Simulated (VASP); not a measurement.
A run of VASP 6.6.1 is set up as follows.

Contents of INCAR:

```
PREC = Accurate
ENCUT = 500
EDIFF = 1E-6
ISMEAR = 0
SIGMA = 0.01
LREAL = False
LASPH = True
NELM = 120
ALGO = Normal
ISIF = 2
LWAVE = False
LCHARG = False
NBANDS = 53
GGA_COMPAT = False
```

KPOINTS

```
regular mesh
0
Gamma
  4 4 4
```

File POSCAR:

```
Cs2InAgCl6
1.0
    0.0000000000      5.2345000000      5.2345000000
    5.2345000000      0.0000000000      5.2345000000
    5.2345000000      5.2345000000      0.0000000000
Cs In Ag Cl
2 1 1 6
Direct
    0.2500000000      0.2500000000      0.2500000000
    0.7500000000      0.7500000000      0.7500000000
    0.0000000000      0.0000000000      0.0000000000
    0.5000000000      0.5000000000      0.5000000000
    0.7602100000      0.2397900000      0.2397900000
    0.2397900000      0.7602100000      0.2397900000
    0.2397900000      0.7602100000      0.7602100000
    0.7602100000      0.2397900000      0.7602100000
    0.2397900000      0.2397900000      0.7602100000
    0.7602100000      0.7602100000      0.2397900000
```

Potentials or basis: VASP PAW LDA potentials, release 64 (Cs_sv, In_d, Ag, Cl).

Launch:

```sh
$ cat potpaw_LDA.64/Cs_sv/POTCAR potpaw_LDA.64/In_d/POTCAR potpaw_LDA.64/Ag/POTCAR potpaw_LDA.64/Cl/POTCAR > POTCAR
$ mpirun -np 1 vasp_std > vasp.out
```

**Question.** Predict the pressure.

**Answer.** -2.2 GPa.

**Question.** Predict the band gap on the k mesh.

**Answer.** 0.94 eV.

**Question.** Estimate the largest force.

**Answer.** 0.314 eV/Å.

Forces on the atoms (eV/Å):
```
Cs   0.000  0.000  0.000
Cs   0.000  0.000  0.000
In   0.000  0.000  0.000
Ag   0.000  0.000  0.000
Cl   0.314  0.000  0.000
Cl   0.000  0.314  0.000
Cl  -0.314  0.000  0.000
Cl   0.000 -0.314  0.000
Cl   0.000  0.000  0.314
Cl   0.000  0.000 -0.314
```

Caveat: spin-orbit coupling is left out, which moves the levels of the heavy elements. LDA gaps usually lie below the measured ones, often by a third to a half.
